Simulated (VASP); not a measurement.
Set up this calculation in VASP 6.6.1, as the native input.

```
Task                   : single point
Functional             : r2SCAN
Dispersion             : D3(BJ)
Potentials or basis    : VASP PAW PBE potentials, release 64 (Zn, Cu)
Cutoff                 : 660 eV
k mesh                 : 4 × 4 × 4
Occupations            : gaussian, width 0.1 eV
Spin                   : no spin polarisation
Dipole correction      : no
Further INCAR settings : ALGO = Normal; EDIFF = 1e-06; NBANDS = 18
```

Crystal: ZnCu.

```xyz
2
Lattice="2.9206 0.0000 0.0000 0.0000 2.9206 0.0000 0.0000 0.0000 2.9206" Properties=species:S:1:pos:R:3 pbc="T T T"
Zn    1.4603    1.4603    1.4603
Cu    0.0000    0.0000    0.0000
```

One way to write it, as run:

POSCAR

```
ZnCu
1.0
    2.9205539200      0.0000000000      0.0000000000
    0.0000000000      2.9205539200      0.0000000000
    0.0000000000      0.0000000000      2.9205539200
Zn Cu
1 1
Direct
    0.5000000000      0.5000000000      0.5000000000
    0.0000000000      0.0000000000      0.0000000000
```

INCAR.step1

```
SYSTEM = ZnCu
PREC = Accurate
ENCUT = 660
ISMEAR = 0
SIGMA = 0.1
LREAL = .FALSE.
LASPH = .TRUE.
NELM = 120
NBANDS = 18
GGA = PE
ALGO = Normal
EDIFF = 1E-5
LWAVE = .TRUE.
LCHARG = .FALSE.
GGA_COMPAT = .FALSE.
```

INCAR.step2

```
SYSTEM = ZnCu
PREC = Accurate
ENCUT = 660
EDIFF = 1E-6
ISMEAR = 0
SIGMA = 0.1
LREAL = .FALSE.
LASPH = .TRUE.
NELM = 120
ALGO = Normal
ISIF = 2
LWAVE = .FALSE.
LCHARG = .FALSE.
METAGGA = R2SCAN
LMIXTAU = .TRUE.
IVDW = 12
VDW_S6 = 1.0
VDW_S8 = 0.78981345
VDW_A1 = 0.49484001
VDW_A2 = 5.73083694
NBANDS = 18
ISTART = 1
GGA_COMPAT = .FALSE.
```

KPOINTS

```
regular mesh
0
G
  4 4 4
  0 0 0
```

Potentials or basis: VASP PAW PBE potentials, release 64 (Zn, Cu).

Launch:

```console
$ cat potpaw_PBE.64/Zn/POTCAR potpaw_PBE.64/Cu/POTCAR > POTCAR
$ cp INCAR.step1 INCAR
$ mpirun -np 1 vasp_std > vasp.out
$ cp INCAR.step2 INCAR
$ mpirun -np 1 vasp_std > vasp.out
```

It gave:

```json
{
 "Pressure": "-3.8 GPa",
 "Dispersion energy per atom": "-0.246 eV"
}
```

Caveat: the k points lie up to 0.54 Å⁻¹ apart; the PAW data sets were made with another functional, which shifts forces and pressure a little; pairwise dispersion overbinds metals, which lowers pressure and volume.

Wall time 58 s on 1 thread of Intel Xeon 8259CL, with other jobs on the host, peak memory 0.15 GiB.
